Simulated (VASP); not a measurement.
# TiAl3 (I4/mmm) in VASP: settings compared, part 2 of 2

VASP 6.6.1.

**3. Vibrations by perturbation theory, PBE**

Contents of INCAR:

```
SYSTEM = TiAl3
PREC = Accurate
ENCUT = 520
EDIFF = 1E-8
ISMEAR = -1
SIGMA = 0.05
LREAL = .False.
LASPH = .True.
NELM = 80
ALGO = Fast
ISIF = 2
LWAVE = .False.
LCHARG = .False.
GGA = PE
IBRION = 8
NSW = 1
```

Contents of KPOINTS:

```
Automatic mesh
0
Gamma
  7 7 7
  0 0 0
```

Contents of POSCAR:

```
TiAl3
1.0
   -1.9111067713      1.9111067713      4.2806687947
    1.9111067713     -1.9111067713      4.2806687947
    1.9111067713      1.9111067713     -4.2806687947
Ti Al
1 3
Direct
    0.0000000000      0.0000000000      0.0000000000
    0.2500000000      0.7500000000      0.5000000000
    0.7500000000      0.2500000000      0.5000000000
    0.5000000000      0.5000000000      0.0000000000
```

Potentials or basis: VASP PAW PBE potentials, release 64 (Ti_sv, Al).

Launch:

```
$ cat potpaw_PBE.64/Ti_sv/POTCAR potpaw_PBE.64/Al/POTCAR > POTCAR
$ mpirun -np 1 vasp_std > vasp.out
```

OUTCAR:

```text
SYSTEM = TiAl3
   PREC = Accurate
   ENCUT = 520
   EDIFF = 1E-8
   ISMEAR = -1
   LREAL = .False.
   LASPH = .True.
   NELM = 80
   ISIF = 2
   GGA = PE
   IBRION = 8
   NSW = 1

 ion  position               nearest neighbor table
   1  0.000  0.000  0.000-   4 2.70   4 2.70   4 2.70   4 2.70   3 2.87   2 2.87   3 2.87   2 2.87
                             3 2.87   3 2.87   2 2.87   2 2.87
   2  0.250  0.750  0.500-   3 2.70   3 2.70   3 2.70   3 2.70   4 2.87   1 2.87   4 2.87   4 2.87
                             1 2.87   1 2.87   4 2.87   1 2.87
   3  0.750  0.250  0.500-   2 2.70   2 2.70   2 2.70   2 2.70   4 2.87   1 2.87   4 2.87   1 2.87
                             4 2.87   4 2.87   1 2.87   1 2.87
   4  0.500  0.500  0.000-   1 2.70   1 2.70   1 2.70   1 2.70   3 2.87   2 2.87   3 2.87   3 2.87
                             2 2.87   2 2.87   3 2.87   2 2.87

  LATTYP: Found a body centered tetragonal cell.
 ALAT       =     3.8222135426
 C/A-ratio  =     2.2398899208

  Lattice vectors:

 A1 = (  -1.9111067713,   1.9111067713,   4.2806687947)
 A2 = (   1.9111067713,  -1.9111067713,   4.2806687947)
 A3 = (   1.9111067713,   1.9111067713,  -4.2806687947)

Analysis of symmetry for initial positions (statically):
=====================================================================
 Subroutine PRICEL returns:
 Original cell was already a primitive cell.

 Routine SETGRP: Setting up the symmetry group for a
 body centered tetragonal supercell.

 Subroutine GETGRP returns: Found 16 space group operations
 (whereof 16 operations were pure point group operations)
 out of a pool of 16 trial point group operations.

The static configuration has the point symmetry D_4h.

Analysis of symmetry for dynamics (positions and initial velocities):
=====================================================================
 Subroutine PRICEL returns:
 Original cell was already a primitive cell.

 Routine SETGRP: Setting up the symmetry group for a
 body centered tetragonal supercell.

 Subroutine GETGRP returns: Found 16 space group operations
 (whereof 16 operations were pure point group operations)
 out of a pool of 16 trial point group operations.

The dynamic configuration has the point symmetry D_4h.

 Subroutine INISYM returns: Found 16 space group operations
 (whereof 16 operations are pure point group operations),
 and found     1 'primitive' translations

[... 577 lines left out ...]
 -----------------------------------------------------------------------------
  energy-cutoff  :      520.00
  volume of cell :       62.54
      direct lattice vectors                 reciprocal lattice vectors
    -1.911106771  1.911106771  4.280668795     0.000000000  0.261628501  0.116804178
     1.911106771 -1.911106771  4.280668795     0.261628501  0.000000000  0.116804178
     1.911106771  1.911106771 -4.280668795     0.261628501  0.261628501  0.000000000

 POSITION                                       TOTAL-FORCE (eV/Angst)
 -----------------------------------------------------------------------------------
      0.00000      0.00000      0.00000        -0.000000      0.000000      0.000000
      1.91111      0.00000      2.14033        -0.000000     -0.000000     -0.000000
      0.00000      1.91111      2.14033         0.000000      0.000000     -0.000000
      0.00000      0.00000      4.28067        -0.000000      0.000000      0.000000
 -----------------------------------------------------------------------------------
    total drift:                               -0.000000     -0.000000      0.000000

  FREE ENERGIE OF THE ION-ELECTRON SYSTEM (eV)
  ---------------------------------------------------
  free  energy   TOTEN  =       -20.6620527633 eV

  energy  without entropy=      -20.6482765676  energy(sigma->0) =      -20.65516467

[... ionic steps 2 to 12 ...]

--------------------------------------- Ionic step       13  -------------------------------------------

------------------------ aborting loop because EDIFF is reached ----------------------------------------

[... ionic steps 14 to 14 ...]

--------------------------------------- Ionic step       15  -------------------------------------------

 Free energy of the ion-electron system (eV)
  ---------------------------------------------------
  ---------------------------------------------------
  free energy    TOTEN  =        -0.00810407 eV

  energy without entropy =       -0.00810407

------------------------ aborting loop because EDIFF is reached ----------------------------------------

 INTERNAL STRAIN TENSOR  FOR ION    4  DIRECTION 3   (eV/Angst):
 -----------------------------------------------------------------------------
    -0.00134  0.00000  0.00000
     0.00000 -0.00134 -0.00000
     0.00000  0.00000  0.00143

 INTERNAL STRAIN TENSOR FOR ION    4 for displacements in x,y,z  (eV/Angst):
          X           Y           Z          XY          YZ          ZX
  --------------------------------------------------------------------------------
  x     0.00000     0.00000     0.00000     0.00000     0.00000     0.00000
  y     0.00000     0.00000     0.00000     0.00000     0.00000     0.00000
  z     0.00000     0.00000     0.00000     0.00000     0.00000     0.00000

 SECOND DERIVATIVES (NOT SYMMETRIZED)
 ------------------------------------
               1X          1Y          1Z          2X          2Y          2Z          3X          3Y          3Z          4X          4Y          4Z
  1X   -10.294344    0.000000    0.000000    1.899490    0.000000    0.000000    1.899490    0.000000    0.000000    6.495365    0.000000    0.000000
  1Y     0.000000  -10.294344    0.000000    0.000000    1.899490    0.000000    0.000000    1.899490    0.000000    0.000000    6.495365    0.000000
  1Z     0.000000    0.000000   -7.939058    0.000000    0.000000    4.111199    0.000000    0.000000    4.111199    0.000000    0.000000   -0.283339
  2X     1.903723    0.000000    0.000000   -7.288517    0.000000    0.000000    4.301935    0.000000    0.000000    1.082860    0.000000    0.000000
  2Y     0.000000    1.903723    0.000000    0.000000   -7.288517    0.000000    0.000000    4.301935    0.000000    0.000000    1.082860    0.000000
  2Z     0.000000    0.000000    4.107375    0.000000   -0.000000   -6.552007   -0.000000    0.000000    0.219050    0.000000    0.000000    2.225583
  3X     1.903723    0.000000    0.000000    4.301935    0.000000    0.000000   -7.288517    0.000000    0.000000    1.082860    0.000000    0.000000
  3Y     0.000000    1.903723    0.000000    0.000000    4.301935    0.000000    0.000000   -7.288517    0.000000    0.000000    1.082860    0.000000
  3Z     0.000000    0.000000    4.107375   -0.000000    0.000000    0.219050    0.000000   -0.000000   -6.552007    0.000000    0.000000    2.225583
  4X     6.499591    0.000000    0.000000    1.080370    0.000000    0.000000    1.080370    0.000000    0.000000   -8.660330    0.000000    0.000000
  4Y     0.000000    6.499591    0.000000    0.000000    1.080370    0.000000    0.000000    1.080370    0.000000    0.000000   -8.660330    0.000000
  4Z     0.000000    0.000000   -0.294089    0.000000    0.000000    2.225530    0.000000    0.000000    2.225530    0.000000   -0.000000   -4.156971

 Eigenvectors and eigenvalues of the dynamical matrix
 ----------------------------------------------------

   1 f  =   10.561134 THz    66.357563 2PiTHz  352.281519 cm-1    43.677322 meV
             X         Y         Z           dx          dy          dz
      0.000000  0.000000  0.000000     0.598477   -0.028201   -0.000000
      1.911107  0.000000  2.140334     0.001148   -0.000054    0.000000
      0.000000  1.911107  2.140334     0.001148   -0.000054    0.000000
      0.000000  0.000000  4.280669    -0.799754    0.037686   -0.000000
[... 71 lines left out ...]
  12 f/i=    0.005951 THz     0.037394 2PiTHz    0.198520 cm-1     0.024613 meV
             X         Y         Z           dx          dy          dz
      0.000000  0.000000  0.000000    -0.000000    0.000000    0.609009
      1.911107  0.000000  2.140334    -0.000000    0.000000    0.457721
      0.000000  1.911107  2.140334    -0.000000    0.000000    0.457721
      0.000000  0.000000  4.280669    -0.000000    0.000000    0.458357

--------------------------------------------------------------------------------------------------------

 ELASTIC MODULI CONTR FROM IONIC RELAXATION (kBar)
 Direction    XX          YY          ZZ          XY          YZ          ZX
 --------------------------------------------------------------------------------
 XX          -0.5469      0.5469      0.0000      0.0000      0.0000      0.0000
 YY           0.5469     -0.5469      0.0000      0.0000     -0.0000     -0.0000
 ZZ           0.0000      0.0000      0.0000      0.0000      0.0000      0.0000
 XY           0.0000      0.0000      0.0000      0.0000      0.0000      0.0000
 YZ           0.0000     -0.0000      0.0000      0.0000    -12.5976      0.0000
 ZX           0.0000     -0.0000      0.0000      0.0000      0.0000    -15.1378
 --------------------------------------------------------------------------------
```

OSZICAR:

```text
N       E                     dE             d eps       ncg     rms          rms(c)
DAV:   1     0.119056873498E+03    0.11906E+03   -0.95191E+03  1120   0.139E+03
DAV:   2    -0.123752816941E+02   -0.13143E+03   -0.12973E+03  1126   0.341E+02
DAV:   3    -0.224618837573E+02   -0.10087E+02   -0.97304E+01  1904   0.800E+01
DAV:   4    -0.226730963774E+02   -0.21121E+00   -0.21100E+00  1402   0.124E+01
[... 193 lines left out ...]
RMM:   8    -0.810362043912E-02    0.21280E-06   -0.10456E-06  2634   0.197E-03    0.150E-04
RMM:   9    -0.810396898394E-02   -0.34854E-06   -0.89810E-08  2804   0.988E-04    0.435E-05
RMM:  10    -0.810403457267E-02   -0.65589E-07    0.68421E-08  2869   0.497E-04    0.205E-05
RMM:  11    -0.810406618688E-02   -0.31614E-07    0.14957E-07  2805   0.293E-04    0.122E-05
RMM:  12    -0.810407148179E-02   -0.52949E-08    0.23541E-08  2853   0.173E-04    0.819E-06
 Linear response finished
```

It took 35 min on 1 thread of AMD EPYC 7R13, shared host; peak memory 0.46 GiB.

What came out:

* Highest phonon frequency at Γ: 352 cm⁻¹

Phonon frequencies in cm⁻¹ (negative: imaginary):
```tsv
q point	frequencies
(0.000, 0.000, 0.000)	0 0 0 202 227 227 261 331 342 342 352 352
```

Caveat: the cell stands under pressure or tension, which shifts response properties.
